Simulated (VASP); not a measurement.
Set up this calculation in VASP 6.6.1, as the native input.

* Task: single point
* Functional: LDA
* Potentials or basis: VASP PAW LDA potentials, release 64 (Zn)
* Cutoff: 520 eV
* k mesh: 22 × 22 × 22
* Occupations: gaussian, width 0.15 eV
* Spin: no spin polarisation
* Dipole correction: no
* Further INCAR settings: ALGO = Fast; EDIFF = 1e-06; NBANDS = 12

The structure of Zn lies in POSCAR:

```
Zn
1.0
   -2.3798250551      1.6450221221      1.6450221221
    1.6450221221     -2.3798250551      1.6450221221
    1.6450221221      1.6450221221     -2.3798250551
Zn
1
Direct
    0.0000000000      0.0000000000      0.0000000000
```

The input as run:

INCAR

```
PREC = Accurate
ENCUT = 520
EDIFF = 1E-6
ISMEAR = 0
SIGMA = 0.15
LREAL = False
LASPH = True
NELM = 100
ALGO = Fast
ISIF = 2
LWAVE = False
LCHARG = True
LELF = True
LVHAR = True
NBANDS = 12
```

KPOINTS

```
regular mesh
0
Gamma
  22 22 22
```

Potentials or basis: VASP PAW LDA potentials, release 64 (Zn).

Launch:

```bash
$ cat potpaw_LDA.64/Zn/POTCAR > POTCAR
$ mpirun -np 1 vasp_std > vasp.out
```

It gave:

| Quantity | Value |
| --- | --- |
| Pressure | 169.3 GPa |
| Band gap on the k mesh | zero (band 6 reaches 9.65 eV, above the bottom of band 7 at -1.45 eV) |

Run time: 2.3 min on 1 thread of Intel(R) Xeon(R) 6975P-C (Granite Rapids), on a shared host, peak memory 0.29 GiB.
